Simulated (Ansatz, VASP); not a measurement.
**Two plane-wave programs on NaH4**

```
Na H
1.0
     3.42152    0.00000    0.00000
    -1.71076    2.96312    0.00000
     0.00000    0.00000    7.39048
Na H
1 4
Direct
  0.00000 0.00000 0.00000
  0.33333 0.66667 0.25000
  0.33333 0.66667 0.75000
  0.66667 0.33333 0.25000
  0.66667 0.33333 0.75000
```

Change from the starting cell: ordered vacancies on the cation sites of aluminium diboride (P6/mmm, No. 191).

Alike in both runs: task single point; functional PBE; k mesh 6 × 6 × 4; occupations gaussian, width 0.1 eV; no spin polarisation.

|  | VASP | Ansatz |
| --- | --- | --- |
| version | VASP 6.6.1 | Ansatz 0.2.0 |
| potentials or method | VASP PAW PBE potentials, release 64 (Na_pv, H), cutoff 500 eV | scalar-relativistic, plane waves, PAW |
| valence electrons in the cell | 11 | 13 |

```csv
,VASP,Ansatz,Ansatz less VASP
gap on the k mesh at the Fermi level (eV),none,none,-
pressure (GPa),-7.4,-7.3,+0.10
"traceless stress, the component that is largest in VASP (GPa)",0.38,0.38,+0.003
rms of the force components (eV/Å),0.217,0.217,+0.0001
```

Atom by atom the forces differ by 0.000 eV/Å (rms over components). A gap of «none» marks a metal or a gap that the smearing closes. VASP's potentials hold 11 valence electrons a cell and Ansatz's 13, so a difference there can come from the potentials and not from the codes.
